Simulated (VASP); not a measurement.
Here is a VASP 6.6.1 calculation.

Contents of INCAR:

```
PREC     = Accurate       # precision mode
ENCUT    = 520            # plane-wave cutoff, eV
EDIFF    = 1E-6           # SCF threshold, eV
ISMEAR   = -1             # smearing method
SIGMA    = 0.1            # smearing width, eV
LREAL    = False          # projectors in reciprocal space
LASPH    = True           # aspherical terms in the spheres
NELM     = 80             # most SCF steps
ALGO     = Normal         # electronic algorithm
ISIF     = 2              # what is computed and relaxed
LWAVE    = False          # write WAVECAR
LCHARG   = False          # write CHGCAR
GGA      = PE             # functional
NBANDS   = 12             # bands
```

File KPOINTS:

```
Automatic mesh
0
Gamma
  11 11 11
```

POSCAR

```
Sb
1.0
    1.9614646572     -1.1324521478      3.3437864735
    0.0000000000      2.2649042956      3.3437864735
   -1.9614646572     -1.1324521478      3.3437864735
Sb
2
Direct
    0.2499990065      0.2499990065      0.2499990065
   -0.2499990065     -0.2499990065     -0.2499990065
```

Potentials or basis: VASP PAW PBE potentials, release 64 (Sb).

Command:

```console
$ cat potpaw_PBE.64/Sb/POTCAR > POTCAR
$ mpirun -np 1 vasp_std > vasp.out
```

Problem. Predict the band gap on the k mesh.

Solution. Zero (band 5 reaches 12.27 eV, above the bottom of band 6 at 10.70 eV).

Problem. Predict the pressure.

Solution. 33.1 GPa.

Caveat: spin-orbit coupling is left out, which moves the levels of the heavy elements.
